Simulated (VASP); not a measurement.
# Sb: single point with PBE

Crystal: Sb.

```
Sb
1.0
     4.08296    0.00000    0.00000
     0.00860    4.99334    0.00000
     2.03247    1.64762    5.87349
Sb
5
Direct
  0.88885 0.60728 0.70806
  0.29268 0.20660 0.88891
  0.70732 0.79340 0.11109
  0.11115 0.39272 0.29194
  0.50000 0.00000 0.50000
```

The cell was built from a structure type or drawn by symmetry, and may not be a known phase.

```
Program                : VASP 6.6.1
Task                   : single point
Functional             : PBE
Potentials or basis    : VASP PAW PBE potentials, release 64 (Sb)
Cutoff                 : 520 eV
k mesh                 : 4 × 4 × 4
Occupations            : gaussian, width 0.1 eV
Spin                   : no spin polarisation
Dipole correction      : no
Further INCAR settings : ALGO = Normal; EDIFF = 1e-06; NBANDS = 20
```

```yaml
Pressure: 21.2 GPa
Largest_force: 0.624 eV/Å
Band_gap_on_the_k_mesh: zero (an odd number of electrons rules out a gap without spin polarisation)
```

Forces in eV/Å, atoms in the order of the input:
```
Sb   0.098 -0.342 -0.438
Sb   0.434 -0.214  0.395
Sb  -0.434  0.214 -0.395
Sb  -0.098  0.342  0.438
Sb   0.000  0.000  0.000
```

Stress tensor (GPa, compression positive):
```
22.01 -0.48  0.35
-0.48 20.42  0.78
 0.35  0.78 21.09
```

Levels at points of the mesh, in eV from the Fermi level:
| k point | band 10 | band 11 | band 12 | band 13 | band 14 | band 15 |
| --- | --- | --- | --- | --- | --- | --- |
| (0.00, 0.00, 0.00) | -3.18 | -3.17 | 1.03 | 1.17 | 2.23 | 2.31 |
| (0.50, 0.00, 0.00) | -3.49 | -3.48 | -1.75 | -1.46 | 0.09 | 0.33 |
| (0.00, 0.50, 0.00) | -2.47 | -1.19 | -0.88 | -0.35 | -0.33 | 0.86 |
| (0.50, 0.50, 0.00) | -4.31 | -1.25 | -1.09 | 1.12 | 1.24 | 2.61 |
| (0.00, 0.00, 0.50) | -1.29 | -1.20 | -1.01 | -0.79 | 0.49 | 0.62 |
| (0.50, 0.00, 0.50) | -3.54 | -3.33 | -1.69 | -1.57 | 0.08 | 0.24 |
| (0.00, 0.50, 0.50) | -2.53 | -2.39 | -2.37 | -2.13 | -2.09 | 2.82 |
| (0.50, 0.50, 0.50) | -4.24 | -1.34 | -0.95 | 1.02 | 1.24 | 2.63 |

Wall time 58 s on 1 thread of Intel(R) Xeon(R) 6975P-C (Granite Rapids), with other jobs on the host, peak memory 0.25 GiB.

Caveat: the k points lie up to 0.41 Å⁻¹ apart, too coarse for converged energies and pressures of a metal; spin-orbit coupling is left out, which moves the levels of the heavy elements.
